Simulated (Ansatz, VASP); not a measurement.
**One calculation of Y, two programs**

```
Y
1.0
    -1.74741    1.74741    1.74741
     1.74741   -1.74741    1.74741
     1.74741    1.74741   -1.74741
Y
1
Direct
  0.00000 0.00000 0.00000
```

Alike in both runs: task single point; functional PBEsol; k mesh 8 × 8 × 8; occupations gaussian, width 0.1 eV; no spin polarisation.

|  | VASP | Ansatz |
| --- | --- | --- |
| version | VASP 6.6.1 | Ansatz 0.2.0 |
| potentials or method | VASP PAW PBE potentials, release 64 (Y_sv), cutoff 500 eV | scalar-relativistic, plane waves, PAW |
| valence electrons in the cell | 11 | 11 |

|  | VASP | Ansatz | Ansatz less VASP |
| --- | --- | --- | --- |
| gap on the k mesh at the Fermi level (eV) | none | none | - |
| pressure (GPa) | 26.1 | 26.5 | +0.38 |

VASP's potentials were made for PBE, not for PBEsol. A gap of «none» marks a metal or a gap that the smearing closes. With one functional, cell and mesh, what is left measures potentials, basis and numerics.
